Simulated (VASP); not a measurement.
Crystal: BaTiO3.

```
CELL_PARAMETERS angstrom
4.00600 0.00000 0.00000
0.00000 4.00600 0.00000
0.00000 0.00000 4.00600
ATOMIC_POSITIONS crystal
Ba 0.50000 0.50000 0.50000
Ti 0.00000 0.00000 0.00000
O 0.50000 0.00000 0.00000
O 0.00000 0.50000 0.00000
O 0.00000 0.00000 0.50000
```

Base run:

- Program: VASP 6.6.1
- Functional: RPBE
- Potentials or basis: VASP PAW PBE potentials, release 64 (Ba_sv, Ti_sv, O)
- Cutoff: 520 eV
- k mesh: 4 × 4 × 4, shifted
- Occupations: gaussian, width 0.01 eV
- Spin: no spin polarisation

Its results: band gap on the k mesh 2.45 eV, indirect (least direct gap 2.76 eV); pressure 7.7 GPa.

Question: After a change of settings the same cell gave: band gap on the k mesh 2.40 eV, indirect (least direct gap 2.70 eV); pressure -2.8 GPa. Which change was it?
A. functional from RPBE to PBEsol
B. functional from RPBE to r2SCAN; further incar settings from ALGO = Normal; EDIFF = 1e-06; NBANDS = 28 to ALGO = Normal; EDIFF = 1e-07; NBANDS = 28
C. functional from RPBE to PBE
D. functional from RPBE to revPBE; further incar settings from ALGO = Normal; EDIFF = 1e-06; NBANDS = 28 to ALGO = Normal; EDIFF = 1e-07; NBANDS = 28

Answer: A.

PBEsol binds more tightly than RPBE, so the same cell stands under less pressure.

Caveats: the PAW data sets were made with another functional, which shifts forces and pressure a little; spin-orbit coupling is left out, which moves the levels of the heavy elements.
